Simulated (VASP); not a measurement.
# WS2 in VASP: a series of runs

The runs below take WS2 through single point, with PBEsol.

Program: VASP 6.6.1. These are calculated values, not measurements. Logs are shortened: lines on timing, memory, paths and dates and some standing lists are left out, and cuts for length are marked.

## Step 1: The cell of the first run

The cell holds a slab with vacuum, 6 atoms: a = 3.146 Å, b = 3.146 Å, c = 23.567 Å, α = 90.00°, β = 90.00°, γ = 120.00°.

## Step 2: Single point, PBEsol (atom 1 (W) moved -0.100 Å towards its neighbour atom 4 (S) at 2.399 Å)

INCAR reads:

```
PREC = Accurate
ENCUT = 520
EDIFF = 1E-6
ISMEAR = 0
SIGMA = 0.05
LREAL = F
LASPH = T
NELM = 80
ALGO = Normal
ISIF = 2
LWAVE = F
LCHARG = F
GGA = PS
NBANDS = 35
```

KPOINTS reads:

```
regular mesh
0
Gamma
  12 12 2
```

POSCAR reads:

```
WS2
1.0
    3.1458813836      0.0000000000      0.0000000000
   -1.5729406918      2.7244131955      0.0000000000
    0.0000000000      0.0000000000     23.5674572586
W S
2 4
Direct
    0.3611182421      0.6805591211      0.6373485075
    0.6666666667      0.3333333333      0.3654241421
    0.3333333333      0.6666666667      0.2989469828
    0.6666666667      0.3333333333      0.5680493466
    0.3333333333      0.6666666667      0.4319506534
    0.6666666667      0.3333333333      0.7010530172
```

Potentials or basis: VASP PAW PBE potentials, release 64 (W_sv, S).

Command:

```sh
$ cat potpaw_PBE.64/W_sv/POTCAR potpaw_PBE.64/S/POTCAR > POTCAR
$ mpirun -np 1 vasp_std > vasp.out
```

OUTCAR:

```text
PREC = Accurate
   ENCUT = 520
   EDIFF = 1E-6
   ISMEAR = 0
   LREAL = F
   LASPH = T
   NELM = 80
   ISIF = 2
   GGA = PS

 ion  position               nearest neighbor table
   1  0.361  0.681  0.637-   6 2.33   6 2.33   6 2.42   4 2.42   4 2.42   4 2.50
   2  0.667  0.333  0.365-   3 2.40   3 2.40   3 2.40   5 2.40   5 2.40   5 2.40
   3  0.333  0.667  0.299-   2 2.40   2 2.40   2 2.40
   4  0.667  0.333  0.568-   1 2.42   1 2.42   1 2.50
   5  0.333  0.667  0.432-   2 2.40   2 2.40   2 2.40
   6  0.667  0.333  0.701-   1 2.33   1 2.33   1 2.42

  LATTYP: Found a hexagonal cell.
 ALAT       =     3.1458813836
 C/A-ratio  =     7.4915276150

  Lattice vectors:

 A1 = (   3.1458813836,   0.0000000000,   0.0000000000)
 A2 = (  -1.5729406918,   2.7244131955,   0.0000000000)
 A3 = (   0.0000000000,   0.0000000000,  23.5674572586)

Analysis of symmetry for initial positions (statically):
=====================================================================
 Subroutine PRICEL returns:
 Original cell was already a primitive cell.

 Routine SETGRP: Setting up the symmetry group for a
 hexagonal supercell.

 Subroutine GETGRP returns: Found  2 space group operations
 (whereof  2 operations were pure point group operations)
 out of a pool of 24 trial point group operations.

The static configuration has the point symmetry C_1h.

Analysis of symmetry for dynamics (positions and initial velocities):
=====================================================================
 Subroutine PRICEL returns:
 Original cell was already a primitive cell.

 Routine SETGRP: Setting up the symmetry group for a
 hexagonal supercell.

 Subroutine GETGRP returns: Found  2 space group operations
 (whereof  2 operations were pure point group operations)
 out of a pool of 24 trial point group operations.

The dynamic configuration has the point symmetry C_1h.

 Subroutine INISYM returns: Found  2 space group operations
 (whereof  2 operations are pure point group operations),
 and found     1 'primitive' translations

----------------------------------------------------------------------------------------

                                     Primitive cell

  volume of cell :     201.9892

  direct lattice vectors                    reciprocal lattice vectors
     3.145881384  0.000000000  0.000000000     0.317875939  0.183525759  0.000000000
    -1.572940692  2.724413195  0.000000000     0.000000000  0.367051518  0.000000000
     0.000000000  0.000000000 23.567457259     0.000000000  0.000000000  0.042431391

  length of vectors
     3.145881384  3.145881384 23.567457259     0.367051518  0.367051518  0.042431391

  position of ions in fractional coordinates (direct lattice)
     0.361118242  0.680559121  0.637348508
     0.666666667  0.333333333  0.365424142
     0.333333333  0.666666667  0.298946983
     0.666666667  0.333333333  0.568049347
     0.333333333  0.666666667  0.431950653
     0.666666667  0.333333333  0.701053017

  ion indices of the primitive-cell ions
   primitive index   ion index
                 1           1
                 2           2
                 3           3
                 4           4
                 5           5
                 6           6

----------------------------------------------------------------------------------------

 KPOINTS: regular mesh

Automatic generation of k-mesh.
 Grid dimensions read from file:
 generate k-points for:   12   12    2

 Generating k-lattice:

  Cartesian coordinates                     Fractional coordinates (reciprocal lattice)
     0.026489662  0.015293813  0.000000000     0.083333333  0.000000000  0.000000000
     0.000000000  0.030587627  0.000000000     0.000000000  0.083333333  0.000000000
     0.000000000  0.000000000  0.021215696     0.000000000  0.000000000  0.500000000

  Length of vectors
     0.030587627  0.030587627  0.021215696

  Shift w.r.t. Gamma in fractional coordinates (k-lattice)
     0.000000000  0.000000000  0.000000000

 Subroutine IBZKPT returns following result:
 ===========================================

 Found     86 irreducible k-points:

 Following reciprocal coordinates:
            Coordinates               Weight
  0.000000  0.000000  0.000000      1.000000
  0.083333  0.000000  0.000000      2.000000
  0.000000  0.083333  0.000000      4.000000
  0.166667  0.000000  0.000000      2.000000
  0.000000  0.166667  0.000000      4.000000
  0.250000 -0.000000  0.000000      2.000000
[... 16 lines left out ...]
 -0.083333  0.416667  0.000000      4.000000
 -0.416667  0.333333  0.000000      4.000000
 [... further k-points ...]
   k-points           NKPTS =     86   k-points in BZ     NKDIM =     86   number of bands    NBANDS=     35
   number of dos      NEDOS =    301   number of ions     NIONS =      6
   total plane-waves  NPLWV = 103680
   dimension x,y,z NGX =    24 NGY =   24 NGZ =  180
   dimension x,y,z NGXF=    48 NGYF=   48 NGZF=  360
   ions per type =               2   4
   NGX,Y,Z   is equivalent  to a cutoff of  12.68, 12.68, 12.70 a.u.
   NGXF,Y,Z  is equivalent  to a cutoff of  25.37, 25.37, 25.39 a.u.
 SYSTEM =  unknown system
   PREC   = accura    normal or accurate (medium, high low for compatibility)
   ISTART =      0    job   : 0-new  1-cont  2-samecut
   ICHARG =      2    charge: 1-file 2-atom 10-const
   ISPIN  =      1    spin polarized calculation?
   LNONCOLLINEAR =      F non collinear calculations
   LSORBIT =      F    spin-orbit coupling
   LASPH  =      T    aspherical Exc in radial PAW
   ENCUT  =  520.0 eV  38.22 Ry    6.18 a.u.   5.85  5.85 43.82*2*pi/ulx,y,z
   NELM   =     80;   NELMIN=  2; NELMDL= -5     # of ELM steps
   EDIFF  = 0.1E-05   stopping-criterion for ELM
   LREAL  =      F    real-space projection
   EDIFFG = 0.1E-04   stopping-criterion for IOM
   NSW    =      0    number of steps for IOM
   IBRION =     -1    ionic relax: 0-MD 1-quasi-New 2-CG
   NFREE  =      0    steps in history (QN), initial steepest desc. (CG)
   ISIF   =      2    stress and relaxation
   ISYM   =      2    0-nonsym 1-usesym 2-fastsym
   POTIM  = 0.5000    time-step for ionic-motion
   TEBEG  =    0.0;   TEEND  =   0.0 temperature during run
   PSTRESS=    0.0 pullay stress
   NELECT =      52.0000    total number of electrons
   NUPDOWN=      -1.0000    fix difference up-down
   EMIN   =  10.00;   EMAX   =-10.00  energy-range for DOS
   EFERMI =   0.00;   METHOD = LEGACY
   ISMEAR =     0;   SIGMA  =   0.05  broadening in eV -4-tet -1-fermi 0-gaus
   EFERMI_NEDOS =   21; number of points for ismear=-14 and -15
   IALGO  =     38    algorithm
   IMIX   =      4    mixing-type and parameters
     AMIX     =   0.40;   BMIX     =  1.00
     AMIX_MAG =   1.60;   BMIX_MAG =  1.00
  volume/ion in A,a.u.               =      33.66       227.18
  Fermi-wavevector in a.u.,A,eV,Ry     =   1.041438  1.968032 14.756774  1.084592
  Thomas-Fermi vector in A             =   2.176058
   LORBIT       =      0    0 simple, 1 ext, 2 COOP (PROOUT), +10 PAW based schemes
   GGA     = PS    functional components
   LHFCALC =     F    Hartree Fock is set to
   AEXX    =    0.0000 exact exchange contribution
   IVDW    =     0    specifies the selected vdW correction
   LEPSILON=     F    determine dielectric tensor
   LRPA    =     F    only Hartree local field effects (RPA)
 non-spin polarized calculation
 Gauss-broadening in eV      SIGMA  =   0.05
  energy-cutoff  :      520.00
  volume of cell :      201.99
 maximum number of plane-waves:      5476
   NGX = 11   NGY = 11   NGZ = 87

 number of electron      51.9999991 magnetization

 Free energy of the ion-electron system (eV)
  ---------------------------------------------------
  ext. energy  EPLUGINS =         0.00000000
  ---------------------------------------------------
  free energy    TOTEN  =       -50.39051811 eV

  energy without entropy =      -50.39051811  energy(sigma->0) =      -50.39051811

 E-fermi :   1.4253     XC(G=0):  -6.2638

 val. band max:        1.0645941916   @ k =   0.0000   0.0000   0.5000
 cond. band min:       2.5847500359   @ k =   0.1667   0.1667   0.0000
 fundamental gap:      1.5201558443
 Fermi energy:         1.4252807419

 k-point     1 :       0.0000    0.0000    0.0000
  band No.  band energies     occupation
      1     -73.0869      2.00000
      2     -73.0429      2.00000
      3     -37.3652      2.00000
      4     -37.3287      2.00000
      5     -37.1708      2.00000
      6     -37.1708      2.00000
[... 27 lines left out ...]
     34       4.3842      0.00000
     35       6.0120      0.00000

 k-point     2 :       0.0833    0.0000    0.0000
  band No.  band energies     occupation
      1     -73.0856      2.00000
      2     -73.0416      2.00000
      3     -37.3605      2.00000
      4     -37.3241      2.00000
      5     -37.1969      2.00000
      6     -37.1769      2.00000
[... 27 lines left out ...]
     34       4.5353      0.00000
     35       6.2566      0.00000

 k-point     3 :       0.0000    0.0833    0.0000
  band No.  band energies     occupation
      1     -73.0856      2.00000
      2     -73.0416      2.00000
      3     -37.3605      2.00000
      4     -37.3239      2.00000
      5     -37.1969      2.00000
      6     -37.1768      2.00000
[... 27 lines left out ...]
     34       4.3607      0.00000
     35       6.2574      0.00000
[... 723 lines left out ...]
 k-point    23 :      -0.0833    0.4167    0.0000
  band No.  band energies     occupation
      1     -73.0694      2.00000
      2     -73.0253      2.00000
      3     -37.4917      2.00000
      4     -37.4640      2.00000
      5     -37.3031      2.00000
      6     -37.2655      2.00000
[... 27 lines left out ...]
     34       5.9798      0.00000
     35       7.1282      0.00000

 k-point    24 :      -0.4167    0.3333    0.0000
  band No.  band energies     occupation
      1     -73.0694      2.00000
      2     -73.0254      2.00000
      3     -37.4917      2.00000
      4     -37.4581      2.00000
      5     -37.3031      2.00000
      6     -37.2661      2.00000
[... 27 lines left out ...]
     34       5.6329      0.00000
     35       7.1299      0.00000

 [... further k-points ...]

------------------------ aborting loop because EDIFF is reached ----------------------------------------

  FORCE on cell =-STRESS in cart. coord.  units (eV):
  Direction    XX          YY          ZZ          XY          YZ          ZX
  --------------------------------------------------------------------------------------
  -------------------------------------------------------------------------------------
  Total        0.0353154      0.6305434      0.4067749     -0.5154825      0.1202746      0.2083217
  in kB        0.2801220      5.0014684      3.2265373     -4.0888059      0.9540176      1.6524067
  external PRESSURE =       2.8360426 kB  Pullay stress =       0.0000000 kB

 VOLUME and BASIS-vectors are now :
 -----------------------------------------------------------------------------
  energy-cutoff  :      520.00
  volume of cell :      201.99
      direct lattice vectors                 reciprocal lattice vectors
     3.145881384  0.000000000  0.000000000     0.317875939  0.183525759  0.000000000
    -1.572940692  2.724413195  0.000000000     0.000000000  0.367051518  0.000000000
     0.000000000  0.000000000 23.567457259     0.000000000  0.000000000  0.042431391

 POSITION                                       TOTAL-FORCE (eV/Angst)
 -----------------------------------------------------------------------------------
      0.06556      1.85412     15.02068        -1.422440     -0.821246     -2.194189
      1.57294      0.90814      8.61212         0.000907      0.000524      0.001740
     -0.00000      1.81628      7.04542        -0.000168     -0.000097     -0.021333
      1.57294      0.90814     13.38748         0.609552      0.351925      0.917395
     -0.00000      1.81628     10.17998         0.001773      0.001024      0.022810
      1.57294      0.90814     16.52204         0.810375      0.467870      1.273577
 -----------------------------------------------------------------------------------
    total drift:                                0.000007      0.000004     -0.000011

  FREE ENERGIE OF THE ION-ELECTRON SYSTEM (eV)
  ---------------------------------------------------
  free  energy   TOTEN  =       -50.3905181066 eV

  energy  without entropy=      -50.3905181066  energy(sigma->0) =      -50.39051811
```

Run time: 12 min. Hardware: 1 thread of Intel Xeon Platinum 8259CL at 2.50GHz (Skylake/Cascade Lake), shared host; peak memory 0.63 GiB.

What came out:

```
Free energy            : -50.3905 eV
Largest force          : 2.741 eV/Å
Band gap on the k mesh : 1.52 eV (least direct gap 1.89 eV)
```

Forces in eV/Å, atoms in the order of the input:
```
W   -1.422 -0.821 -2.194
W    0.001  0.001  0.002
S    0.000  0.000 -0.021
S    0.610  0.352  0.917
S    0.002  0.001  0.023
S    0.810  0.468  1.274
```

Levels at points of the mesh, in eV from the valence-band top:
```tsv
k point	band 24	band 25	band 26	band 27	band 28	band 29
(0.00, 0.00, 0.00)	-1.35	-0.47	0.00	2.31	2.65	2.74
(0.50, 0.00, 0.00)	-1.38	-1.22	-1.00	2.76	2.84	3.08
(0.00, 0.50, 0.00)	-1.43	-1.22	-1.02	2.74	2.76	3.12
(0.00, 0.00, 0.50)	-1.35	-0.47	0.00	2.31	2.65	2.74
(0.50, 0.00, 0.50)	-1.38	-1.22	-1.00	2.76	2.84	3.08
(0.00, 0.50, 0.50)	-1.43	-1.22	-1.02	2.74	2.76	3.12
```

Caveat: the cell differs from its parent crystal (atom 1 (W) moved -0.100 Å towards its neighbour atom 4 (S) at 2.399 Å); there is no dipole correction, which matters where the two faces differ; the PAW data sets were made with another functional, which shifts forces and pressure a little; spin-orbit coupling is left out, which moves the levels of the heavy elements.

[end of part 1 of 2]
